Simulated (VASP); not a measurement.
# WC (P1) in VASP: notebook

Runs on WC. Level: PBEsol. Tasks: single point.

All numbers are computed with VASP 6.6.1; they aren't measurements. Logs are shortened: lines on timing, memory, paths and dates and some standing lists are left out, and cuts for length are marked.

### Step 1. The cell of the first run

The typed cell holds 16 atoms: a = 5.775 Å, b = 5.158 Å, c = 5.598 Å, α = 91.12°, β = 88.73°, γ = 89.08°.

### Step 2. Single point, PBEsol

INCAR

```
PREC = Accurate
ENCUT = 520
EDIFF = 1E-6
ISMEAR = -1
SIGMA = 0.24
LREAL = Auto
LASPH = T
NELM = 60
ALGO = Normal
ISIF = 2
LWAVE = F
LCHARG = T
GGA = PS
LELF = T
LVHAR = T
NBANDS = 86
```

KPOINTS

```
Automatic mesh
0
Gamma
  2 2 2
```

POSCAR

```
WC
1.0
   -2.8460180000     -5.0242090000      0.0639720000
    4.4465210000     -2.6145810000     -0.0497670000
   -0.0798450000     -0.0260460000      5.5975000000
W C
8 8
Direct
    0.7210334368      0.4732558728      0.0196385126
    0.7503829306      0.4698710892      0.5146012644
    0.5096275697     -0.0252728753      0.0039375346
    0.4522595007      0.0143677868      0.5178531660
    0.2363643234      0.4649206499      0.0185648964
    0.2355450577      0.5049270771      0.5298187436
   -0.0029802390     -0.0440783271      0.0161138018
   -0.0298835422     -0.0159421136      0.5230403428
    0.4478879006      0.6394523014      0.2272034547
    0.4955394792      0.6937966922      0.7685801748
    0.2058368140      0.1524086788      0.2514010058
    0.2102971891      0.1350000509      0.7661215571
   -0.0294084612      0.6328546749      0.2842834474
   -0.0244945375      0.5895660131      0.7831367390
    0.7114465271      0.1743242200      0.2748660895
    0.7540976040      0.1541273519      0.7746903661
```

Potentials or basis: VASP PAW PBE potentials, release 64 (W_sv, C).

Run with:

```console
cat potpaw_PBE.64/W_sv/POTCAR potpaw_PBE.64/C/POTCAR > POTCAR
mpirun -np 1 vasp_std > vasp.out
```

OUTCAR:

```text
PREC = Accurate
   ENCUT = 520
   EDIFF = 1E-6
   ISMEAR = -1
   LREAL = Auto
   LASPH = T
   NELM = 60
   ISIF = 2
   GGA = PS

 ion  position               nearest neighbor table
   1  0.721  0.473  0.020-  14 2.06   9 2.10  15 2.12  16 2.13  13 2.24  10 2.25   2 2.78   5 2.80
                             2 2.83   3 2.85   3 2.86   5 2.98   7 2.98   7 3.09
   2  0.750  0.470  0.515-  13 2.00  15 2.03  14 2.10  16 2.21  10 2.30   9 2.56   1 2.78   8 2.79
                             6 2.81   1 2.83   4 2.94   8 2.96   6 2.97   4 3.27
   3  0.510  0.975  0.004-  10 1.94  16 2.12   9 2.18  15 2.19  12 2.35  11 2.37   4 2.76   7 2.82
                             1 2.85   1 2.86   4 2.89   5 2.96   7 2.96   5 3.09
   4  0.452  0.014  0.518-  12 2.03  15 2.18  11 2.20  10 2.20  16 2.39   9 2.50   3 2.76   8 2.79
                             6 2.80   3 2.89   6 2.93   2 2.94   8 2.99   2 3.27
   5  0.236  0.465  0.019-   9 1.93  11 2.10  14 2.12  12 2.20  13 2.26  10 2.37   6 2.75   1 2.80
                             6 2.87   7 2.87   3 2.96   1 2.98   7 2.99   3 3.09
   6  0.236  0.505  0.530-  14 2.08  13 2.18   9 2.20  10 2.25  12 2.35  11 2.38   5 2.75   4 2.80
                             2 2.81   5 2.87   8 2.89   4 2.93   2 2.97   8 3.11
   7  0.997  0.956  0.016-  11 2.07  12 2.08  16 2.22  13 2.27  14 2.28  15 2.42   8 2.77   3 2.82
                             8 2.84   5 2.87   3 2.96   1 2.98   5 2.99   1 3.09
   8  0.970  0.984  0.523-  16 2.04  12 2.11  11 2.22  13 2.23  15 2.29  14 2.53   7 2.77   4 2.79
                             2 2.79   7 2.84   6 2.89   2 2.96   4 2.99   6 3.11
   9  0.448  0.639  0.227-   5 1.93   1 2.10   3 2.18   6 2.20   4 2.50   2 2.56
  10  0.496  0.694  0.769-   3 1.94   4 2.20   1 2.25   6 2.25   2 2.30   5 2.37
  11  0.206  0.152  0.251-   7 2.07   5 2.10   4 2.20   8 2.22   3 2.37   6 2.38
  12  0.210  0.135  0.766-   4 2.03   7 2.08   8 2.11   5 2.20   6 2.35   3 2.35
  13  0.971  0.633  0.284-   2 2.00   6 2.18   8 2.23   1 2.24   5 2.26   7 2.27
  14  0.976  0.590  0.783-   1 2.06   6 2.08   2 2.10   5 2.12   7 2.28   8 2.53
  15  0.711  0.174  0.275-   2 2.03   1 2.12   4 2.18   3 2.19   8 2.29   7 2.42
  16  0.754  0.154  0.775-   8 2.04   3 2.12   1 2.13   2 2.21   7 2.22   4 2.39

  LATTYP: Found a triclinic cell.
 ALAT       =     7.6811697498
 B/A-ratio  =     0.6715766077
 C/A-ratio  =     1.0586015868
 COS(alpha) =     0.0020828335
 COS(beta)  =     0.5467706219
 COS(gamma) =     0.6595094834

  Lattice vectors:

 A1 = (   7.2925390000,   2.4096280000,  -0.1137390000)
 A2 = (   4.4465210000,  -2.6145810000,  -0.0497670000)
 A3 = (   2.9258630000,   5.0502550000,  -5.6614720000)

Analysis of symmetry for initial positions (statically):
=====================================================================
 Subroutine PRICEL returns:
 Original cell was already a primitive cell.

 Routine SETGRP: Setting up the symmetry group for a
 triclinic supercell.

 Subroutine GETGRP returns: Found  1 space group operations
 (whereof  1 operations were pure point group operations)
 out of a pool of  2 trial point group operations.

The static configuration has the point symmetry C_1 .

Analysis of symmetry for dynamics (positions and initial velocities):
=====================================================================
 Subroutine PRICEL returns:
 Original cell was already a primitive cell.

 Routine SETGRP: Setting up the symmetry group for a
 triclinic supercell.

 Subroutine GETGRP returns: Found  1 space group operations
 (whereof  1 operations were pure point group operations)
 out of a pool of  2 trial point group operations.

The dynamic configuration has the point symmetry C_1 .

 Subroutine INISYM returns: Found  1 space group operations
 (whereof  1 operations are pure point group operations),
 and found     1 'primitive' translations

----------------------------------------------------------------------------------------

                                     Primitive cell

  volume of cell :     166.6643

  direct lattice vectors                    reciprocal lattice vectors
    -2.846018000 -5.024209000  0.063972000    -0.087819716 -0.149314667 -0.001947479
     4.446521000 -2.614581000 -0.049767000     0.168730436 -0.095554212  0.001962211
    -0.079845000 -0.026046000  5.597500000     0.002503834  0.000856902  0.178690887

  length of vectors
     5.774650375  5.158493924  5.598130033     0.173236731  0.193918585  0.178710482

  position of ions in fractional coordinates (direct lattice)
     0.721033437  0.473255873  0.019638513
     0.750382931  0.469871089  0.514601264
     0.509627570  0.974727125  0.003937535
[... 40 lines left out ...]

 Generating k-lattice:

  Cartesian coordinates                     Fractional coordinates (reciprocal lattice)
    -0.043909858 -0.074657333 -0.000973740     0.500000000  0.000000000  0.000000000
     0.084365218 -0.047777106  0.000981106     0.000000000  0.500000000  0.000000000
     0.001251917  0.000428451  0.089345443     0.000000000  0.000000000  0.500000000

  Length of vectors
     0.086618365  0.096959293  0.089355241

  Shift w.r.t. Gamma in fractional coordinates (k-lattice)
     0.000000000  0.000000000  0.000000000

 Subroutine IBZKPT returns following result:
 ===========================================

 Found      8 irreducible k-points:

 Following reciprocal coordinates:
            Coordinates               Weight
  0.000000  0.000000  0.000000      1.000000
  0.500000 -0.000000 -0.000000      1.000000
  0.000000  0.500000  0.000000      1.000000
  0.500000  0.500000 -0.000000      1.000000
 -0.000000  0.000000  0.500000      1.000000
  0.500000 -0.000000  0.500000      1.000000
  0.000000  0.500000  0.500000      1.000000
  0.500000  0.500000  0.500000      1.000000
   k-points           NKPTS =      8   k-points in BZ     NKDIM =      8   number of bands    NBANDS=     86
   number of dos      NEDOS =    301   number of ions     NIONS =     16
   total plane-waves  NPLWV =  80640
   dimension x,y,z NGX =    48 NGY =   40 NGZ =   42
   dimension x,y,z NGXF=    96 NGYF=   80 NGZF=   84
   ions per type =               8   8
   NGX,Y,Z   is equivalent  to a cutoff of  13.82, 12.89, 12.47 a.u.
   NGXF,Y,Z  is equivalent  to a cutoff of  27.64, 25.78, 24.95 a.u.
 SYSTEM =  unknown system
   PREC   = accura    normal or accurate (medium, high low for compatibility)
   ISTART =      0    job   : 0-new  1-cont  2-samecut
   ICHARG =      2    charge: 1-file 2-atom 10-const
   ISPIN  =      1    spin polarized calculation?
   LNONCOLLINEAR =      F non collinear calculations
   LSORBIT =      F    spin-orbit coupling
   LASPH  =      T    aspherical Exc in radial PAW
   ENCUT  =  520.0 eV  38.22 Ry    6.18 a.u.  10.74  9.59 10.41*2*pi/ulx,y,z
   NELM   =     60;   NELMIN=  2; NELMDL= -5     # of ELM steps
   EDIFF  = 0.1E-05   stopping-criterion for ELM
   LREAL  =      T    real-space projection
   EDIFFG = 0.1E-04   stopping-criterion for IOM
   NSW    =      0    number of steps for IOM
   IBRION =     -1    ionic relax: 0-MD 1-quasi-New 2-CG
   NFREE  =      0    steps in history (QN), initial steepest desc. (CG)
   ISIF   =      2    stress and relaxation
   ISYM   =      2    0-nonsym 1-usesym 2-fastsym
   POTIM  = 0.5000    time-step for ionic-motion
   TEBEG  =    0.0;   TEEND  =   0.0 temperature during run
   PSTRESS=    0.0 pullay stress
   NELECT =     144.0000    total number of electrons
   NUPDOWN=      -1.0000    fix difference up-down
   EMIN   =  10.00;   EMAX   =-10.00  energy-range for DOS
   EFERMI =   0.00;   METHOD = LEGACY
   ISMEAR =    -1;   SIGMA  =   0.24  broadening in eV -4-tet -1-fermi 0-gaus
   EFERMI_NEDOS =   21; number of points for ismear=-14 and -15
   IALGO  =     38    algorithm
   IMIX   =      4    mixing-type and parameters
     AMIX     =   0.40;   BMIX     =  1.00
     AMIX_MAG =   1.60;   BMIX_MAG =  1.00
  volume/ion in A,a.u.               =      10.42        70.29
  Fermi-wavevector in a.u.,A,eV,Ry     =   1.559247  2.946549 33.079160  2.431250
  Thomas-Fermi vector in A             =   2.662633
   LORBIT       =      0    0 simple, 1 ext, 2 COOP (PROOUT), +10 PAW based schemes
   GGA     = PS    functional components
   LHFCALC =     F    Hartree Fock is set to
   AEXX    =    0.0000 exact exchange contribution
   IVDW    =     0    specifies the selected vdW correction
   LEPSILON=     F    determine dielectric tensor
   LRPA    =     F    only Hartree local field effects (RPA)
 non-spin polarized calculation
  energy-cutoff  :      520.00
  volume of cell :      166.66
 maximum number of plane-waves:      4497
 NGX is ok and might be reduce to    48
   NGX = 21   NGY = 19   NGZ = 21

 number of electron     144.0000008 magnetization

 Free energy of the ion-electron system (eV)
  ---------------------------------------------------
  ext. energy  EPLUGINS =         0.00000000
  ---------------------------------------------------
  free energy    TOTEN  =      -185.70298221 eV

  energy without entropy =     -184.86126054  energy(sigma->0) =     -185.28212137

 E-fermi :  11.3127     XC(G=0): -13.8727

 val. band max:       11.2565849709   @ k =  -0.0000   0.0000   0.5000
 cond. band min:      11.4000190638   @ k =   0.5000  -0.0000   0.5000
 fundamental gap:      0.1434340929
 Fermi energy:        11.3127281364

 k-point     1 :       0.0000    0.0000    0.0000
  band No.  band energies     occupation
      1     -63.0413      2.00000
      2     -62.9743      2.00000
      3     -62.9444      2.00000
      4     -62.9044      2.00000
      5     -62.8453      2.00000
      6     -62.8287      2.00000
[... 685 lines left out ...]
     83      14.6394      0.00000
     84      14.8605      0.00000
 [bands above 84 left out]

------------------------ aborting loop because EDIFF is reached ----------------------------------------

  FORCE on cell =-STRESS in cart. coord.  units (eV):
  Direction    XX          YY          ZZ          XY          YZ          ZX
  --------------------------------------------------------------------------------------
  -------------------------------------------------------------------------------------
  Total        3.3328370      7.7539905     20.1756988      5.2091218      1.3181833     10.0854637
  in kB       32.0392261     74.5406559    193.9530120     50.0763259     12.6719591     96.9535714
  external PRESSURE =     100.1776313 kB  Pullay stress =       0.0000000 kB

 VOLUME and BASIS-vectors are now :
 -----------------------------------------------------------------------------
  energy-cutoff  :      520.00
  volume of cell :      166.66
      direct lattice vectors                 reciprocal lattice vectors
    -2.846018000 -5.024209000  0.063972000    -0.087819716 -0.149314667 -0.001947479
     4.446521000 -2.614581000 -0.049767000     0.168730436 -0.095554212  0.001962211
    -0.079845000 -0.026046000  5.597500000     0.002503834  0.000856902  0.178690887

 POSITION                                       TOTAL-FORCE (eV/Angst)
 -----------------------------------------------------------------------------------
      0.05070     -4.86050      0.13250        -0.441117     -1.702471      0.130253
     -0.08740     -5.01200      2.90510         3.351625      2.251849      1.988372
      2.88342     -5.10908      0.00613         4.215115      2.270751      3.555676
     -1.26460     -2.32330      2.92690        -4.095009     -1.519106     -1.856166
      1.39310     -2.40360      0.09590         1.365733      2.575533     -1.012589
      1.53250     -2.51740      2.95560        -1.708668      0.908736     -1.969291
[... 8 lines left out ...]
     -1.27160     -4.03740      1.57540        -2.917434      0.549771     -0.359323
     -1.52270     -4.21190      4.37690         0.364800      1.638615     -0.219923
 -----------------------------------------------------------------------------------
    total drift:                               -0.000678      0.001936      0.003476

  FREE ENERGIE OF THE ION-ELECTRON SYSTEM (eV)
  ---------------------------------------------------
  free  energy   TOTEN  =      -185.7029822055 eV

  energy  without entropy=     -184.8612605383  energy(sigma->0) =     -185.28212137
```

Wall time 7.6 min (1 thread of Intel Xeon 8259CL, shared host); peak memory 0.31 GiB.

What came out:

- Free energy: -185.7030 eV
- Pressure: 10.0 GPa
- Largest force: 5.964 eV/Å
- Band gap on the k mesh: zero (bands 72 and 73 overlap by 0.32 eV)

Forces on the atoms (eV/Å):
```
W   -0.441 -1.702  0.130
W    3.352  2.252  1.988
W    4.215  2.271  3.556
W   -4.095 -1.519 -1.856
W    1.366  2.576 -1.013
W   -1.709  0.909 -1.969
W    2.355  1.570  0.519
W   -1.284 -0.095 -2.285
C    0.706 -3.919  4.152
C   -3.460  2.795 -2.871
C   -1.282 -1.205  1.691
C    0.069 -1.998  0.513
C    0.425 -1.589 -1.793
C    2.336 -2.533 -0.183
C   -2.917  0.550 -0.359
C    0.365  1.639 -0.220
```

Caveat: the k points lie up to 0.61 Å⁻¹ apart; the atoms stand as in a frame of molecular dynamics; the PAW data sets were made with another functional, which shifts forces and pressure a little; spin-orbit coupling is left out, which moves the levels of the heavy elements.

### Step 3. Single point, PBEsol

This run uses another cell than the first one, of 10.48 Å³/atom.

INCAR

```
SYSTEM = WC
PREC     = Accurate       ! precision mode
ENCUT    = 520            ! plane-wave cutoff, eV
EDIFF    = 1E-6           ! SCF threshold, eV
ISMEAR   = -1             ! smearing method
SIGMA    = 0.24           ! smearing width, eV
LREAL    = Auto         
LASPH    = .TRUE.         ! aspherical terms in the spheres
NELM     = 100            ! most SCF steps
ALGO     = Normal         ! electronic algorithm
ISIF     = 2              ! what is computed and relaxed
LWAVE    = .FALSE.        ! write WAVECAR
LCHARG   = .FALSE.        ! write CHGCAR
GGA      = PS             ! functional
NBANDS   = 86             ! bands
```

KPOINTS

```
regular mesh
0
G
  2 2 2
  0 0 0
```

POSCAR

```
WC
1.0
   -2.8898670000     -5.0600360000      0.0167050000
    4.3028000000     -2.5115430000      0.0033940000
   -0.0048430000     -0.0160430000      5.7734470000
W C
8 8
Direct
    0.7541761977      0.5067798066      0.0213185426
    0.7239828693      0.4793058114      0.5250553270
    0.4585507546     -0.0130339877      0.0344134357
    0.5159292209     -0.0387662464      0.5636516582
    0.2359765457      0.5114323068      0.0103442901
    0.2327160265      0.4804375408      0.5179196888
   -0.0404116314      0.0147345136      0.0173250170
   -0.0214544639      0.0088946222      0.5311433895
    0.5032596739      0.6460915851      0.2992666621
    0.5351034136      0.6123749736      0.7948254651
    0.1965312965      0.1790730755      0.2614745005
    0.2478388382      0.1791842538      0.7790063199
   -0.0309264458      0.6532319919      0.3097109157
   -0.0349958602      0.6829400135      0.7820919994
    0.7224409706      0.1267149828      0.3037183078
    0.7001907296      0.1182740978      0.7953137686
```

Potentials or basis: VASP PAW PBE potentials, release 64 (W_sv, C).

Run with:

```console
cat potpaw_PBE.64/W_sv/POTCAR potpaw_PBE.64/C/POTCAR > POTCAR
mpirun -np 1 vasp_std > vasp.out
```

Wall time 8.4 min (1 thread of Intel Xeon 8259CL, shared host); peak memory 0.33 GiB.

The run converged. Its results:

| Quantity | Value |
| --- | --- |
| Free energy | -184.8550 eV |
| Pressure | 8.5 GPa |
| Largest force | 8.610 eV/Å |
| Band gap on the k mesh | zero (bands 72 and 73 overlap by 0.20 eV) |

Forces in eV/Å, atoms in the order of the input:
```
W   -1.884  2.164  4.048
W   -2.737 -1.561  0.456
W   -0.628 -1.592  1.926
W    4.315  5.330 -5.205
W   -1.110  0.936  2.262
W    1.104 -1.239  0.741
W   -2.603 -1.132  2.497
W   -2.962 -0.073 -0.047
C    1.555  1.557 -2.081
C    5.805  3.318 -1.003
C   -1.239 -1.285 -0.176
C   -0.450  1.868 -0.079
C    0.498 -1.563 -2.104
C   -1.968 -1.306 -0.616
C    1.335 -0.261 -1.610
C    0.969 -5.161  0.993
```

Stress tensor (GPa, compression positive):
```
15.39  1.56 -3.78
 1.56  9.34 -4.49
-3.78 -4.49  0.79
```

Levels at points of the mesh, in eV from the Fermi level:
```csv
k point,band 70,band 71,band 72,band 73,band 74,band 75
"(0.00, 0.00, 0.00)",-0.76,-0.65,0.13,0.33,0.63,1.01
"(0.50, 0.00, 0.00)",-1.00,-0.27,-0.06,0.01,0.25,0.67
"(0.00, 0.50, 0.00)",-0.60,-0.31,0.06,0.74,1.11,1.51
"(0.50, 0.50, 0.00)",-1.54,-1.12,-0.75,0.83,1.15,1.34
"(0.00, 0.00, 0.50)",-0.68,-0.28,0.00,0.18,0.48,0.64
"(0.50, 0.00, 0.50)",-1.08,-1.02,-0.80,-0.07,0.03,0.48
"(0.00, 0.50, 0.50)",-1.29,-1.16,-0.88,0.33,0.49,0.85
"(0.50, 0.50, 0.50)",-1.56,-1.39,-1.22,0.80,0.85,1.15
```

Caveat: the k points lie up to 0.63 Å⁻¹ apart; the atoms stand as in a frame of molecular dynamics; the PAW data sets were made with another functional, which shifts forces and pressure a little; spin-orbit coupling is left out, which moves the levels of the heavy elements.

[end of part 1 of 2]

The gap in the log of VASP goes by the Fermi energy; the results here count the filled bands.